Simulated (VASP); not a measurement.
The system is CdSe.

```
Cd Se
1.0
     0.00000    3.02878    3.02878
     3.02878    0.00000    3.02878
     3.02878    3.02878    0.00000
Cd Se
1 1
Direct
  0.00000 0.00000 0.00000
  0.25000 0.25000 0.25000
```

Program: VASP 6.6.1. Alike in all runs: task single point; potentials or basis VASP PAW PBE potentials, release 64 (Cd, Se); cell as given; cutoff (eV) 520.

Q: Order these runs on this cell by their pressure, lowest first.
A. level PBE+D3(BJ); spin collinear; k mesh 8 × 8 × 8; smearing tetrahedron
B. level BHLYP; spin off; k mesh 4 × 4 × 4; smearing fermi-dirac 0.05 eV; grid for exact exchange (PRECFOCK) Normal; share of exact exchange 0.5
C. level PBE+D4; spin collinear; fixed moment (μB) 1.0; k mesh 8 × 8 × 8; smearing fermi-dirac 0.05 eV

A: A (1.8 GPa), B (4.0 GPa), C (5.8 GPa).

Caveats: some runs use coarse meshes; the PAW data sets were made with another functional, which shifts forces and pressure a little (at least some runs); the cell stands under pressure (at least some runs); the total moment is fixed, so each spin has its own Fermi level (at least some runs); three body term missing (at least some runs).
